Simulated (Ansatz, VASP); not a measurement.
**One calculation of MgO, two programs**

```xyz
2
Lattice="0.0000 2.1272 2.1272 2.1272 0.0000 2.1272 2.1272 2.1272 0.0000" Properties=species:S:1:pos:R:3 pbc="T T T"
Mg    0.0000    0.0000    0.0000
O     2.1272    2.1272    2.1272
```

Alike in both runs: task single point; functional PBE; k mesh 8 × 8 × 8; no spin polarisation.

|  | VASP | Ansatz |
| --- | --- | --- |
| version | VASP 6.6.1 | Ansatz 0.2.0 |
| potentials or method | VASP PAW PBE potentials, release 64 (Mg, O), cutoff 600 eV | scalar-relativistic, plane waves, PAW |
| occupations | gaussian, width 0.01 eV | fixed |
| valence electrons in the cell | 8 | 16 |

```tsv
	VASP	Ansatz	Ansatz less VASP
gap on the k mesh at the Fermi level (eV)	4.44	4.46	+0.019
least direct gap on the mesh (eV)	4.44	4.46	+0.019
pressure (GPa)	-1.1	0.0	+1.10
```

VASP's potentials hold 8 valence electrons a cell and Ansatz's 16, so a difference there can come from the potentials and not from the codes.
